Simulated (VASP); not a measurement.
Wanted: the native input for a VASP 6.6.1 run.

```
Task                               : single point
Functional                         : PBEsol-based global hybrid with 25 % exact exchange
Potentials or basis                : VASP PAW PBE potentials, release 64 (Hf_pv, Ge_d)
Cutoff                             : 520 eV
k mesh                             : 4 × 4 × 4
Occupations                        : fermi-dirac, width 0.05 eV
Spin                               : no spin polarisation
Dipole correction                  : no
Grid for exact exchange (PRECFOCK) : Normal
Share of exact exchange            : 0.25
Further INCAR settings             : ALGO = Normal; EDIFF = 1e-06; NBANDS = 19
```

The system is HfGe.

```xyz
2
Lattice="3.5008 0.0000 0.0000 0.0000 3.5008 0.0000 0.0000 0.0000 3.5008" Properties=species:S:1:pos:R:3 pbc="T T T"
Hf    0.0000    0.0000    0.0000
Ge    1.7504    1.7504    1.7504
```

The input as run:

POSCAR

```
HfGe
1.0
    3.5008378700      0.0000000000      0.0000000000
    0.0000000000      3.5008378700      0.0000000000
    0.0000000000      0.0000000000      3.5008378700
Hf Ge
1 1
Direct
    0.0000000000      0.0000000000      0.0000000000
    0.5000000000      0.5000000000      0.5000000000
```

INCAR.step1

```
PREC     = Accurate       # precision mode
ENCUT    = 520            # plane-wave cutoff, eV
EDIFF    = 1E-5           # SCF threshold, eV
ISMEAR   = -1             # smearing method
SIGMA    = 0.05           # smearing width, eV
LREAL    = F              # projectors in reciprocal space
LASPH    = T              # aspherical terms in the spheres
NELM     = 80             # most SCF steps
ALGO     = Normal         # electronic algorithm
ISIF     = 2              # what is computed and relaxed
LWAVE    = T              # write WAVECAR
NBANDS   = 19             # bands
GGA      = PE             # functional
```

INCAR.step2

```
PREC     = Accurate       # precision mode
ENCUT    = 520            # plane-wave cutoff, eV
EDIFF    = 1E-6           # SCF threshold, eV
ISMEAR   = -1             # smearing method
SIGMA    = 0.05           # smearing width, eV
LREAL    = F              # projectors in reciprocal space
LASPH    = T              # aspherical terms in the spheres
NELM     = 80             # most SCF steps
ALGO     = Normal         # electronic algorithm
ISIF     = 2              # what is computed and relaxed
LWAVE    = F              # write WAVECAR
LCHARG   = T              # write CHGCAR
GGA      = PS             # functional
LHFCALC  = T              # exact exchange
AEXX     = 0.25           # exact-exchange fraction
PRECFOCK = Normal       
LELF     = T              # ELF
LVHAR    = T            
NBANDS   = 19             # bands
ISTART   = 1
```

KPOINTS

```
Automatic mesh
0
Gamma
  4 4 4
```

Potentials or basis: VASP PAW PBE potentials, release 64 (Hf_pv, Ge_d).

Launch:

```bash
$ cat potpaw_PBE.64/Hf_pv/POTCAR potpaw_PBE.64/Ge_d/POTCAR > POTCAR
$ cp INCAR.step1 INCAR
$ mpirun -np 1 vasp_std > vasp.out
$ cp INCAR.step2 INCAR
$ mpirun -np 1 vasp_std > vasp.out
```

It gave:

```yaml
Pressure: -15.6 GPa
Band_gap_on_the_k_mesh: zero (bands 12 and 13 overlap by 2.74 eV)
```

Caveat: the k points lie up to 0.45 Å⁻¹ apart, too coarse for converged energies and pressures of a metal; the PAW data sets were made with another functional, which shifts forces and pressure a little; spin-orbit coupling is left out, which moves the levels of the heavy elements.

Wall time 15 min on 1 thread of Intel Xeon 8259CL, on a shared host, peak memory 0.17 GiB.
